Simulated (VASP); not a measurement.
Set up this calculation in VASP 6.6.1, as the native input.

```
Task                   : single point
Functional             : PBE
Potentials or basis    : VASP PAW PBE potentials, release 64 (Sc_sv)
Cutoff                 : 520 eV
k mesh                 : 6 × 6 × 1
Occupations            : gaussian, width 0.1 eV
Spin                   : collinear spin
Starting moments       : [1.0, 1.0] μB
Dipole correction      : yes
Further INCAR settings : ALGO = Normal; EDIFF = 1e-07; NBANDS = 22
```

The structure of Sc lies in POSCAR:

```
Sc
1.0
    5.1133322154      0.0000000000      0.0000000000
   -2.5566661077      4.4282755965      0.0000000000
    0.0000000000      0.0000000000     23.8000000000
Sc
2
Direct
    0.3333333333      0.6666666667      0.2941176471
    0.6666666667      0.3333333333      0.2941176471
```

The cell was built from a structure type or drawn by symmetry, and may not be a known phase.

These files were run (other wordings do the same):

INCAR

```
SYSTEM = Sc
  ALGO = Normal
  DIPOL = 0.5 0.5 0.294
  EDIFF = 1E-7
  ENCUT = 520
  GGA = PE
  IDIPOL = 3
  ISIF = 2
  ISMEAR = 0
  ISPIN = 2
  LASPH = .TRUE.
  LCHARG = .FALSE.
  LDIPOL = .TRUE.
  LMAXMIX = 4
  LORBIT = 11
  LREAL = .FALSE.
  LWAVE = .FALSE.
  MAGMOM = 1 1
  NBANDS = 22
  NELM = 150
  PREC = Accurate
  SIGMA = 0.1
```

KPOINTS

```
k-points
0
G
  6 6 1
  0 0 0
```

Potentials or basis: VASP PAW PBE potentials, release 64 (Sc_sv).

Run with:

```bash
$ cat potpaw_PBE.64/Sc_sv/POTCAR > POTCAR
$ mpirun -np 1 vasp_std > vasp.out
```

It gave:

The net moment is 3.39 μB per cell, the site moments are Sc +1.07 μB and the valence electrons inside the program's atomic spheres are Sc 9.42.

Run time: 17 min on 1 thread of Intel Xeon 8259CL, with other jobs on the host, peak memory 0.88 GiB.
